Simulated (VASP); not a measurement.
Runs of VASP 6.6.1 on MnSe. The structure is that of space group F-43m (No. 216), or close to it. The cells are those of the table. 

```csv
task,cell,cutoff (eV),smearing,gap on the mesh (eV),pressure (GPa),moment (μB)
single point,"a = 3.975 Å, angles 60.0°, 2 atoms",520,gaussian 0.2 eV,none,-0.8,(a)
relaxation of cell and atoms,"relaxed from a = 3.979 Å, angles 60.0°, 2 atoms",600,gaussian 0.1 eV,none,0.0,4.14
single point,"a = 3.948 Å, angles 60.0°, 2 atoms",520,gaussian 0.2 eV,none,-0.2,4.14
single point,"a = 3.976 Å, angles 60.0°, 2 atoms",520,gaussian 0.1 eV,none,-0.8,4.27
```

Alike in all rows: level LDA; potentials or basis VASP PAW LDA potentials, release 64 (Mn_pv, Se); k mesh 14 × 14 × 14.

**Question.** Estimate the missing entries.

**Answer.** (a) 4.25.

Caveats: a cell with one magnetic atom can't hold antiferromagnetic order, which such compounds often take; semilocal functionals often make such compounds metallic where correlation or magnetic order opens a gap, which also shifts bond lengths.

A k mesh can miss the band edges, and the runs leave out spin-orbit coupling on Se.

A gap of «none» marks levels without a gap at the run's occupations.
